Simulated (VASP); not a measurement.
Write the native input for VASP 6.6.1 that does the following.

```
Task                   : single point
Functional             : PBE
Potentials or basis    : VASP PAW PBE potentials, release 64 (Pt, Al)
Cutoff                 : 520 eV
k mesh                 : 13 × 13 × 13
Occupations            : gaussian, width 0.1 eV
Spin                   : no spin polarisation
Dipole correction      : no
Further INCAR settings : ALGO = Fast; EDIFF = 1e-06; NBANDS = 15
```

The structure of Al2Pt lies in POSCAR:

```
Al2Pt
1.0
    0.0000000000      2.9550000000      2.9550000000
    2.9550000000      0.0000000000      2.9550000000
    2.9550000000      2.9550000000      0.0000000000
Pt Al
1 2
Direct
    0.0117280000     -0.0150500000     -0.0056400000
    0.7540240000      0.7533590000      0.7435730000
    0.2510320000      0.2488130000      0.2564700000
```

The input as run:

INCAR

```
PREC = Accurate
ENCUT = 520
EDIFF = 1E-6
ISMEAR = 0
SIGMA = 0.1
LREAL = False
LASPH = True
NELM = 60
ALGO = Fast
ISIF = 2
LWAVE = False
LCHARG = False
GGA = PE
NBANDS = 15
```

KPOINTS

```
Automatic mesh
0
Gamma
  13 13 13
```

Potentials or basis: VASP PAW PBE potentials, release 64 (Pt, Al).

Command:

```console
$ cat potpaw_PBE.64/Pt/POTCAR potpaw_PBE.64/Al/POTCAR > POTCAR
$ mpirun -np 1 vasp_std > vasp.out
```

Results of the run:

```
Pressure               : 2.6 GPa
Largest force          : 0.582 eV/Å
Band gap on the k mesh : zero (bands 8 and 9 overlap by 5.29 eV)
```

Caveat: spin-orbit coupling is left out, which moves the levels of the heavy elements.

It took 7.4 min on 1 thread of Oxide Virtual Turin-like Processor (shared host), peak memory 0.85 GiB.
